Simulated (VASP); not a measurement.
Input of a VASP 6.6.1 run:

File INCAR:

```
ALGO = Normal
EDIFF = 1E-6
ENCUT = 600
GGA = PS
GGA_COMPAT = False
ISIF = 2
ISMEAR = -1
LASPH = True
LCHARG = False
LREAL = False
LWAVE = False
NBANDS = 11
NELM = 120
PREC = Accurate
SIGMA = 0.001
```

The input KPOINTS:

```
k-points
0
Gamma
  8 8 8
```

POSCAR

```
MgO
1.0
    0.0000000000      2.1485000000      2.1485000000
    2.1485000000      0.0000000000      2.1485000000
    2.1485000000      2.1485000000      0.0000000000
Mg O
1 1
Direct
    0.0000000000      0.0000000000      0.0000000000
    0.5000000000      0.5000000000      0.5000000000
```

Potentials or basis: VASP PAW PBE potentials, release 64 (Mg, O).

Launch:

```bash
$ cat potpaw_PBE.64/Mg/POTCAR potpaw_PBE.64/O/POTCAR > POTCAR
$ mpirun -np 1 vasp_std > vasp.out
```

Question: Estimate the pressure.

Answer: -8.9 GPa.

Question: Estimate the band gap on the k mesh.

Answer: 4.08 eV, direct.

Caveat: the PAW data sets were made with another functional, which shifts forces and pressure a little.
